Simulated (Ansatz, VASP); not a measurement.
One calculation of AlNi, two programs

POSCAR

```
AlNi
1.0
    1.9386940000     -1.9531901500      0.0000000000
    1.9386940000      1.9531901500      0.0000000000
    0.0000000000      0.0000000000      3.0994300413
Al Ni
1 1
Direct
    0.0000000000      0.0000000000      0.0000000000
    0.5000000000      0.5000000000      0.5000000000
```

The input INCAR.step1:

```
SYSTEM = AlNi
PREC = Accurate
ENCUT = 520
ISMEAR = 1
SIGMA = 0.02
LREAL = .FALSE.
LASPH = .TRUE.
NELM = 80
NBANDS = 14
GGA = PE
ALGO = Normal
EDIFF = 1E-4
LWAVE = .TRUE.
LCHARG = .FALSE.
```

INCAR.step2

```
SYSTEM = AlNi
PREC = Accurate
ENCUT = 520
EDIFF = 1E-7
ISMEAR = 1
SIGMA = 0.02
LREAL = .FALSE.
LASPH = .TRUE.
NELM = 80
ALGO = Normal
ISIF = 2
LWAVE = .FALSE.
LCHARG = .FALSE.
METAGGA = R2SCAN
LMIXTAU = .TRUE.
NBANDS = 14
ISTART = 1
```

The input KPOINTS:

```
Automatic mesh
0
G
  16 16 14
  0 0 0
```

Input for Ansatz:

```yaml
crystal:
  lattice:
    - [1.938694, -1.95319015, 0.0]
    - [1.938694, 1.95319015, 0.0]
    - [0.0, 0.0, 3.0994300413]
  atoms:
    - { symbol: Al, position: [0.0, 0.0, 0.0] }
    - { symbol: Ni, position: [0.5, 0.5, 0.5] }
basis:
  ecutwfc: 500
kpoints:
  mp_grid: { grid: [16, 16, 14] }
hamiltonian:
  xc: r2scan
scf:
  occupations: { method: cold, width: 0.02 }
output:
  forces: true
  stress: true
  eigenvalues: true
```

Alike in both runs: task single point; functional r2SCAN; k mesh 16 × 16 × 14; no spin polarisation.

|  | VASP | Ansatz |
| --- | --- | --- |
| version | VASP 6.6.1 | Ansatz 0.2.0 |
| potentials or method | VASP PAW PBE potentials, release 64 (Al, Ni), cutoff 520 eV | scalar-relativistic, plane waves, PAW |
| occupations | methfessel-paxton of order 1, width 0.02 eV | cold, width 0.02 eV |
| valence electrons in the cell | 13 | 21 |

|  | VASP | Ansatz | Ansatz less VASP |
| --- | --- | --- | --- |
| gap on the k mesh at the Fermi level (eV) | none | none | - |
| pressure (GPa) | 0.3 | 0.5 | +0.24 |
| traceless stress, the component that is largest in VASP (GPa) | -4.87 | -4.75 | +0.127 |

VASP's potentials were made for PBE, not for r2SCAN. A gap of «none» marks a metal or a gap that the smearing closes. VASP's potentials hold 13 valence electrons a cell and Ansatz's 21, so a difference there can come from the potentials and not from the codes.
